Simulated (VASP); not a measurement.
Wanted: the native input for a VASP 6.6.1 run.

* Task: single point
* Functional: PBE
* Potentials or basis: VASP PAW PBE potentials, release 64 (V_sv, B, Os_sv_GW)
* Cutoff: 500 eV
* k mesh: 9 × 9 × 3
* Occupations: fermi-dirac, width 0.15 eV
* Spin: collinear spin, ferromagnetic start
* Starting moments: [2.0, 0.0, 0.0, 0.0, 0.0, 0.0] μB
* Dipole correction: no
* Further INCAR settings: ALGO = Normal; EDIFF = 1e-06; NBANDS = 34

The structure of VB4Os lies in POSCAR:

```
VB4Os
1.0
    2.8036724955      0.0000000000      0.0000000000
   -1.4018367349      2.4280517598      0.0000000000
    0.0000000000      0.0000000000      7.2624994302
V B Os
1 4 1
Direct
    0.0000000000      0.0000000000      0.0000000000
    0.0000000000      0.0000000000      0.7094840000
    0.3333333333      0.6666666667      0.7969230000
    0.3333333333      0.6666666667      0.2030770000
    0.0000000000      0.0000000000      0.2905160000
    0.3333333333      0.6666666667      0.5000000000
```

The input as run:

INCAR

```
SYSTEM = VB4Os
PREC = Accurate
ENCUT = 500
EDIFF = 1E-6
ISMEAR = -1
SIGMA = 0.15
LREAL = .FALSE.
LASPH = .TRUE.
NELM = 200
ALGO = Normal
ISIF = 2
LWAVE = .FALSE.
LCHARG = .FALSE.
ISPIN = 2
MAGMOM = 2 0 0 0 0 0
LORBIT = 11
LMAXMIX = 4
GGA = PE
NBANDS = 34
GGA_COMPAT = .FALSE.
```

KPOINTS

```
Automatic mesh
0
G
  9 9 3
  0 0 0
```

Potentials or basis: VASP PAW PBE potentials, release 64 (V_sv, B, Os_sv_GW).

Command:

```sh
$ cat potpaw_PBE.64/V_sv/POTCAR potpaw_PBE.64/B/POTCAR potpaw_PBE.64/Os_sv_GW/POTCAR > POTCAR
$ mpirun -np 1 vasp_std > vasp.out
```

It gave:

| Quantity | Value |
| --- | --- |
| Pressure | 25.2 GPa |
| Largest force | 0.353 eV/Å |
| Net moment | 0.00 μB per cell |
| Valence electrons inside the program's atomic spheres | V 11.89; B 2.06, 2.07 (each value once); Os 15.13 |

Caveat: the cell stands under pressure.

Run time: 56 s on 1 thread of AMD EPYC 9R45 96-Core Processor (Zen 5), with other jobs on the host, peak memory 0.19 GiB.
